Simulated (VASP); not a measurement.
# Cu6H in VASP: notebook

The runs below take Cu6H through single point, with PBE.

All numbers are computed with VASP 6.6.1; they aren't measurements. Logs are shortened: lines on timing, memory, paths and dates and some standing lists are left out, and cuts for length are marked.

### Step 1. The cell of the first run

The cell holds a slab with vacuum, 14 atoms: a = 5.133 Å, b = 5.133 Å, c = 21.529 Å, α = 90.00°, β = 90.00°, γ = 90.00°.

### Step 2. Single point, PBE

Contents of INCAR:

```
PREC = Accurate
ENCUT = 520
EDIFF = 1E-6
ISMEAR = 0
SIGMA = 0.1
LREAL = F
LASPH = T
NELM = 100
ALGO = Fast
ISIF = 2
LWAVE = F
LCHARG = T
LDIPOL = T
IDIPOL = 3
DIPOL = 0.5 0.5 0.303
GGA = PE
LELF = T
LVHAR = T
LVACPOTAV = T
NBANDS = 80
```

Contents of KPOINTS:

```
regular mesh
0
Gamma
  5 5 1
```

Contents of POSCAR:

```
Cu6H
1.0
    5.1332392722      0.0000000000      0.0000000000
    0.0000000000      5.1332392722      0.0000000000
    0.0000000000      0.0000000000     21.5289058579
Cu H
12 2
Direct
    0.2500000000      0.2500000000      0.1857967157
    0.2500000000      0.7500000000      0.1857967157
    0.7500000000      0.2500000000      0.1857967157
    0.7500000000      0.7500000000      0.1857967157
    0.0000000000      0.0000000000      0.2677566944
    0.0000000000      0.5000000000      0.2677566944
    0.5000000000      0.0000000000      0.2677566944
    0.5000000000      0.5000000000      0.2677566944
    0.2500000000      0.2500000000      0.3497114952
    0.2500000000      0.7500000000      0.3497114952
    0.7500000000      0.2500000000      0.3497114952
    0.7500000000      0.7500000000      0.3497114952
    0.1769467133      1.0000000000      0.5169285393
    0.3230532867      1.0000000000      0.5169285393
```

Potentials or basis: VASP PAW PBE potentials, release 64 (Cu, H).

Started as:

```console
$ cat potpaw_PBE.64/Cu/POTCAR potpaw_PBE.64/H/POTCAR > POTCAR
$ mpirun -np 1 vasp_std > vasp.out
```

OUTCAR:

```text
PREC = Accurate
   ENCUT = 520
   EDIFF = 1E-6
   ISMEAR = 0
   LREAL = F
   LASPH = T
   NELM = 100
   ISIF = 2
   GGA = PE

 ion  position               nearest neighbor table
   1  0.250  0.250  0.186-   5 2.53   6 2.53   7 2.53   8 2.53   2 2.57   3 2.57   2 2.57   3 2.57

   2  0.250  0.750  0.186-   5 2.53   6 2.53   7 2.53   8 2.53   1 2.57   4 2.57   1 2.57   4 2.57

   3  0.750  0.250  0.186-   5 2.53   6 2.53   7 2.53   8 2.53   1 2.57   4 2.57   4 2.57   1 2.57
[... 15 lines left out ...]
  11  0.750  0.250  0.350-   5 2.53   6 2.53   7 2.53   8 2.53   9 2.57  12 2.57  12 2.57   9 2.57

  12  0.750  0.750  0.350-   5 2.53   6 2.53   7 2.53   8 2.53  10 2.57  11 2.57  11 2.57  10 2.57

  13  0.177  0.000  0.517-  14 0.75
  14  0.323  0.000  0.517-  13 0.75

  LATTYP: Found a simple tetragonal cell.
 ALAT       =     5.1332392722
 C/A-ratio  =     4.1940195491

  Lattice vectors:

 A1 = (   5.1332392722,   0.0000000000,   0.0000000000)
 A2 = (   0.0000000000,   5.1332392722,   0.0000000000)
 A3 = (   0.0000000000,   0.0000000000,  21.5289058579)

Analysis of symmetry for initial positions (statically):
=====================================================================
 Subroutine PRICEL returns:
 Original cell was already a primitive cell.

 Routine SETGRP: Setting up the symmetry group for a
 simple tetragonal supercell.

 Subroutine GETGRP returns: Found  4 space group operations
 (whereof  2 operations were pure point group operations)
 out of a pool of 16 trial point group operations.

The static configuration has the point symmetry C_1h.
 The point group associated with its full space group is C_2v.

Analysis of symmetry for dynamics (positions and initial velocities):
=====================================================================
 Subroutine PRICEL returns:
 Original cell was already a primitive cell.

 Routine SETGRP: Setting up the symmetry group for a
 simple tetragonal supercell.

 Subroutine GETGRP returns: Found  4 space group operations
 (whereof  2 operations were pure point group operations)
 out of a pool of 16 trial point group operations.

The dynamic configuration has the point symmetry C_1h.
 The point group associated with its full space group is C_2v.

 Subroutine INISYM returns: Found  4 space group operations
 (whereof  2 operations are pure point group operations),
 and found     1 'primitive' translations

----------------------------------------------------------------------------------------

                                     Primitive cell

  volume of cell :     567.2898

  direct lattice vectors                    reciprocal lattice vectors
     5.133239272  0.000000000  0.000000000     0.194808764  0.000000000  0.000000000
     0.000000000  5.133239272  0.000000000     0.000000000  0.194808764  0.000000000
     0.000000000  0.000000000 21.528905858     0.000000000  0.000000000  0.046449179

  length of vectors
     5.133239272  5.133239272 21.528905858     0.194808764  0.194808764  0.046449179

  position of ions in fractional coordinates (direct lattice)
     0.250000000  0.250000000  0.185796716
     0.250000000  0.750000000  0.185796716
     0.750000000  0.250000000  0.185796716
     0.750000000  0.750000000  0.185796716
     0.000000000  0.000000000  0.267756694
     0.000000000  0.500000000  0.267756694
     0.500000000  0.000000000  0.267756694
     0.500000000  0.500000000  0.267756694
     0.250000000  0.250000000  0.349711495
     0.250000000  0.750000000  0.349711495
     0.750000000  0.250000000  0.349711495
     0.750000000  0.750000000  0.349711495
     0.176946713  0.000000000  0.516928539
     0.323053287  0.000000000  0.516928539

  ion indices of the primitive-cell ions
   primitive index   ion index
                 1           1
                 2           2
                 3           3
                 4           4
                 5           5
                 6           6
                 7           7
                 8           8
                 9           9
                10          10
                11          11
                12          12
                13          13
                14          14

----------------------------------------------------------------------------------------

 KPOINTS: regular mesh

Automatic generation of k-mesh.
 Grid dimensions read from file:
 generate k-points for:    5    5    1

 Generating k-lattice:

  Cartesian coordinates                     Fractional coordinates (reciprocal lattice)
     0.038961753  0.000000000  0.000000000     0.200000000  0.000000000  0.000000000
     0.000000000  0.038961753  0.000000000     0.000000000  0.200000000  0.000000000
     0.000000000  0.000000000  0.046449179     0.000000000  0.000000000  1.000000000

  Length of vectors
     0.038961753  0.038961753  0.046449179

  Shift w.r.t. Gamma in fractional coordinates (k-lattice)
     0.000000000  0.000000000  0.000000000

 Subroutine IBZKPT returns following result:
 ===========================================

 Found      9 irreducible k-points:

 Following reciprocal coordinates:
            Coordinates               Weight
  0.000000  0.000000  0.000000      1.000000
  0.200000  0.000000  0.000000      2.000000
  0.000000  0.200000  0.000000      2.000000
  0.400000  0.000000  0.000000      2.000000
  0.000000  0.400000  0.000000      2.000000
  0.200000  0.200000  0.000000      4.000000
  0.400000  0.200000  0.000000      4.000000
 -0.200000  0.400000  0.000000      4.000000
  0.400000  0.400000  0.000000      4.000000
   k-points           NKPTS =      9   k-points in BZ     NKDIM =      9   number of bands    NBANDS=     80
   number of dos      NEDOS =    301   number of ions     NIONS =     14
   total plane-waves  NPLWV = 256000
   dimension x,y,z NGX =    40 NGY =   40 NGZ =  160
   dimension x,y,z NGXF=    80 NGYF=   80 NGZF=  320
   ions per type =              12   2
   NGX,Y,Z   is equivalent  to a cutoff of  12.95, 12.95, 12.36 a.u.
   NGXF,Y,Z  is equivalent  to a cutoff of  25.91, 25.91, 24.71 a.u.
 SYSTEM =  unknown system
   PREC   = accura    normal or accurate (medium, high low for compatibility)
   ISTART =      0    job   : 0-new  1-cont  2-samecut
   ICHARG =      2    charge: 1-file 2-atom 10-const
   ISPIN  =      1    spin polarized calculation?
   LNONCOLLINEAR =      F non collinear calculations
   LSORBIT =      F    spin-orbit coupling
   LASPH  =      T    aspherical Exc in radial PAW
   ENCUT  =  520.0 eV  38.22 Ry    6.18 a.u.   9.54  9.54 40.03*2*pi/ulx,y,z
   NELM   =    100;   NELMIN=  2; NELMDL= -5     # of ELM steps
   EDIFF  = 0.1E-05   stopping-criterion for ELM
   LREAL  =      F    real-space projection
   EDIFFG = 0.1E-04   stopping-criterion for IOM
   NSW    =      0    number of steps for IOM
   IBRION =     -1    ionic relax: 0-MD 1-quasi-New 2-CG
   NFREE  =      0    steps in history (QN), initial steepest desc. (CG)
   ISIF   =      2    stress and relaxation
   ISYM   =      2    0-nonsym 1-usesym 2-fastsym
   POTIM  = 0.5000    time-step for ionic-motion
   TEBEG  =    0.0;   TEEND  =   0.0 temperature during run
   PSTRESS=    0.0 pullay stress
   NELECT =     134.0000    total number of electrons
   NUPDOWN=      -1.0000    fix difference up-down
   EMIN   =  10.00;   EMAX   =-10.00  energy-range for DOS
   EFERMI =   0.00;   METHOD = LEGACY
   ISMEAR =     0;   SIGMA  =   0.10  broadening in eV -4-tet -1-fermi 0-gaus
   EFERMI_NEDOS =   21; number of points for ismear=-14 and -15
   IALGO  =     68    algorithm
   IMIX   =      4    mixing-type and parameters
     AMIX     =   0.40;   BMIX     =  1.00
     AMIX_MAG =   1.60;   BMIX_MAG =  1.00
  volume/ion in A,a.u.               =      40.52       273.45
  Fermi-wavevector in a.u.,A,eV,Ry     =   1.011987  1.912377 13.933957  1.024117
  Thomas-Fermi vector in A             =   2.145069
   LORBIT       =      0    0 simple, 1 ext, 2 COOP (PROOUT), +10 PAW based schemes
   GGA     = PE    functional components
   LHFCALC =     F    Hartree Fock is set to
   AEXX    =    0.0000 exact exchange contribution
   IVDW    =     0    specifies the selected vdW correction
   LEPSILON=     F    determine dielectric tensor
   LRPA    =     F    only Hartree local field effects (RPA)
 non-spin polarized calculation
 RMM-DIIS sequential band-by-band and
 Gauss-broadening in eV      SIGMA  =   0.10
  energy-cutoff  :      520.00
  volume of cell :      567.29
 maximum number of plane-waves:     15381
 NGX is ok and might be reduce to    40
   NGX = 19   NGY = 19   NGZ = 81

 dipolmoment           0.000000      0.000000      0.003039 electrons x Angstroem

 number of electron     133.9999771 magnetization

 dipolmoment           0.000000      0.000000     -0.007464 electrons x Angstroem

 Free energy of the ion-electron system (eV)
  ---------------------------------------------------
  ext. energy  EPLUGINS =         0.00000000
  ---------------------------------------------------
  free energy    TOTEN  =       -46.76398376 eV

  energy without entropy =      -46.74553265  energy(sigma->0) =      -46.75475820

 E-fermi :  -1.3834     XC(G=0):  -4.3592

 val. band max:       -1.4108434687   @ k =   0.0000   0.0000   0.0000
 cond. band min:      -1.3629580861   @ k =   0.2000   0.0000   0.0000
 fundamental gap:      0.0478853825
 Fermi energy:        -1.3834420505

 k-point     1 :       0.0000    0.0000    0.0000
  band No.  band energies     occupation
      1      -9.7775      2.00000
      2      -7.3504      2.00000
      3      -7.1782      2.00000
      4      -6.2540      2.00000
      5      -6.2540      2.00000
      6      -6.0318      2.00000
[... 727 lines left out ...]
     78       4.4160      0.00000
     79       4.4368      0.00000
 [bands above 79 left out]

------------------------ aborting loop because EDIFF is reached ----------------------------------------

  FORCE on cell =-STRESS in cart. coord.  units (eV):
  Direction    XX          YY          ZZ          XY          YZ          ZX
  --------------------------------------------------------------------------------------
  -------------------------------------------------------------------------------------
  Total       -4.4795516     -4.4884475      0.4058909      0.0000000      0.0000000      0.0000000
  in kB      -12.6514456    -12.6765699      1.1463440      0.0000000      0.0000000      0.0000000
  external PRESSURE =      -8.0605571 kB  Pullay stress =       0.0000000 kB

 VOLUME and BASIS-vectors are now :
 -----------------------------------------------------------------------------
  energy-cutoff  :      520.00
  volume of cell :      567.29
      direct lattice vectors                 reciprocal lattice vectors
     5.133239272  0.000000000  0.000000000     0.194808764  0.000000000  0.000000000
     0.000000000  5.133239272  0.000000000     0.000000000  0.194808764  0.000000000
     0.000000000  0.000000000 21.528905858     0.000000000  0.000000000  0.046449179

 POSITION                                       TOTAL-FORCE (eV/Angst)
 -----------------------------------------------------------------------------------
      1.28331      1.28331      4.00000        -0.000000      0.000064     -0.034557
      1.28331      3.84993      4.00000        -0.000000     -0.000064     -0.034557
      3.84993      1.28331      4.00000        -0.000000      0.000059     -0.033755
      3.84993      3.84993      4.00000        -0.000000     -0.000059     -0.033755
      0.00000      0.00000      5.76451         0.001330      0.000000      0.000942
      0.00000      2.56662      5.76451         0.000930      0.000000      0.000866
      2.56662      0.00000      5.76451        -0.001330      0.000000      0.000942
      2.56662      2.56662      5.76451        -0.000930      0.000000      0.000866
      1.28331      1.28331      7.52891        -0.000000      0.001176      0.032079
      1.28331      3.84993      7.52891        -0.000000     -0.001176      0.032079
      3.84993      1.28331      7.52891        -0.000000      0.000591      0.027847
      3.84993      3.84993      7.52891        -0.000000     -0.000591      0.027847
      0.90831      0.00000     11.12891        -0.006206      0.000000      0.006577
      1.65831      0.00000     11.12891         0.006206      0.000000      0.006577
 -----------------------------------------------------------------------------------
    total drift:                               -0.000000      0.000000      0.001463

  FREE ENERGIE OF THE ION-ELECTRON SYSTEM (eV)
  ---------------------------------------------------
  free  energy   TOTEN  =       -46.7639837582 eV

  energy  without entropy=      -46.7455326499  energy(sigma->0) =      -46.75475820

 vacuum level on the upper side and lower side of the slab         3.110         3.162
```

Wall time 24 min (1 thread of Oxide Virtual Turin-like, shared host); peak memory 0.69 GiB.

What came out:

| Item | Value |
| --- | --- |
| Free energy | -46.7640 eV |
| Largest force | 0.035 eV/Å |
| Band gap on the k mesh | zero (bands 67 and 68 overlap by 1.15 eV) |

Forces on the atoms (eV/Å):
```
Cu   0.000  0.000 -0.035
Cu   0.000  0.000 -0.035
Cu   0.000  0.000 -0.034
Cu   0.000  0.000 -0.034
Cu   0.001  0.000  0.001
Cu   0.001  0.000  0.001
Cu  -0.001  0.000  0.001
Cu  -0.001  0.000  0.001
Cu   0.000  0.001  0.032
Cu   0.000 -0.001  0.032
Cu   0.000  0.001  0.028
Cu   0.000 -0.001  0.028
H   -0.006  0.000  0.007
H    0.006  0.000  0.007
```

Levels at points of the mesh, in eV from the Fermi level:
| k point | band 65 | band 66 | band 67 | band 68 | band 69 | band 70 |
| --- | --- | --- | --- | --- | --- | --- |
| (0.00, 0.00, 0.00) | -0.21 | -0.21 | -0.09 | -0.09 | -0.03 | -0.03 |

### Step 3. Single point, PBE

Contents of INCAR:

```
  ALGO = Fast
  DIPOL = 0.5 0.5 0.285
  EDIFF = 1E-6
  ENCUT = 520
  GGA = PE
  IDIPOL = 3
  ISIF = 2
  ISMEAR = 0
  LASPH = True
  LCHARG = True
  LDIPOL = True
  LELF = True
  LREAL = False
  LVACPOTAV = True
  LVHAR = True
  LWAVE = False
  NBANDS = 80
  NELM = 60
  PREC = Accurate
  SIGMA = 0.1
```

Contents of KPOINTS:

```
k-points
0
Gamma
  5 5 1
```

Changes to POSCAR since step 2:

```diff
@@ -20,3 +20,3 @@
     0.7500000000      0.7500000000      0.3497114952
-    0.1769467133      1.0000000000      0.5169285393
-    0.3230532867      1.0000000000      0.5169285393
+    0.1604853728      1.0000000000      0.3854773630
+    0.3395146272      1.0000000000      0.3854773630
```

Potentials or basis: VASP PAW PBE potentials, release 64 (Cu, H).

Started as:

```console
$ cat potpaw_PBE.64/Cu/POTCAR potpaw_PBE.64/H/POTCAR > POTCAR
$ mpirun -np 1 vasp_std > vasp.out
```

Run time: 25 min. Hardware: 1 thread of Oxide Virtual Turin-like, shared host; peak memory 0.69 GiB.

It converged, with:

```yaml
Free_energy: -45.7690 eV
Largest_force: 2.176 eV/Å
Band_gap_on_the_k_mesh: zero (bands 67 and 68 overlap by 0.53 eV)
```

Forces on the atoms (eV/Å):
```
Cu   0.000 -0.035  0.020
Cu   0.000  0.035  0.020
Cu   0.000  0.000 -0.020
Cu   0.000  0.000 -0.020
Cu  -0.220  0.000 -0.457
Cu   0.137  0.000 -0.003
Cu   0.220  0.000 -0.457
Cu  -0.137  0.000 -0.003
Cu   0.000  1.922 -0.821
Cu   0.000 -1.922 -0.821
Cu   0.000  0.192 -0.017
Cu   0.000 -0.192 -0.017
H   -1.746  0.000  1.299
H    1.746  0.000  1.299
```

Levels at points of the mesh, in eV from the Fermi level:
```csv
k point,band 64,band 65,band 66,band 67,band 68,band 69,band 70,band 71
"(0.00, 0.00, 0.00)",-1.02,-0.92,-0.48,-0.47,-0.19,-0.19,0.50,1.39
```

The gap in the log of VASP goes by the Fermi energy; the results here count the filled bands.